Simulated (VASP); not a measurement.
RuPb2: single point with PBE

Crystal: RuPb2.

```xyz
3
Lattice="-1.6534 1.6534 6.5884 1.6534 -1.6534 6.5884 1.6534 1.6534 -6.5884" Properties=species:S:1:pos:R:3 pbc="T T T"
Ru    0.0000    0.0000    0.0000
Pb    0.0000    0.0000    8.3233
Pb    0.0000    0.0000    4.8535
```

| Item | Value |
| --- | --- |
| Program | VASP 6.6.1 |
| Task | single point |
| Functional | PBE |
| Potentials or basis | VASP PAW PBE potentials, release 64 (Ru_pv, Pb_d) |
| Cutoff | 520 eV |
| k mesh | 6 × 6 × 6 |
| Occupations | gaussian, width 0.1 eV |
| Spin | no spin polarisation |

| Property | Result |
| --- | --- |
| Pressure | 0.2 GPa |
| Largest force | 0.034 eV/Å |
| Band gap on the k mesh | zero (band 21 reaches 8.25 eV, above the bottom of band 22 at 7.66 eV) |

Forces in eV/Å, atoms in the order of the input:
```
Ru   0.000  0.000  0.000
Pb   0.000  0.000  0.034
Pb   0.000  0.000 -0.034
```

Stress tensor (GPa, compression positive):
```
0.16 0.00 0.00
0.00 0.16 0.00
0.00 0.00 0.35
```

Levels at points of the mesh, in eV from the Fermi level:
```tsv
k point	band 19	band 20	band 21	band 22	band 23	band 24
(0.00, 0.00, 0.00)	-1.05	-0.70	-0.21	3.78	4.83	4.83
(0.50, 0.00, 0.00)	-1.27	-1.05	-0.51	-0.38	0.84	3.72
(0.50, 0.50, 0.00)	-1.56	-1.51	-0.74	0.58	1.73	3.22
(0.50, 0.50, 0.50)	-1.01	-0.93	-0.21	0.83	4.02	4.02
```

Wall time 9.1 min on 1 thread of AMD EPYC 7R43 64-Core Processor (Zen 3), on a shared host, peak memory 0.35 GiB.

Caveat: the k points lie up to 0.45 Å⁻¹ apart; spin-orbit coupling is left out, which moves the levels of the heavy elements.
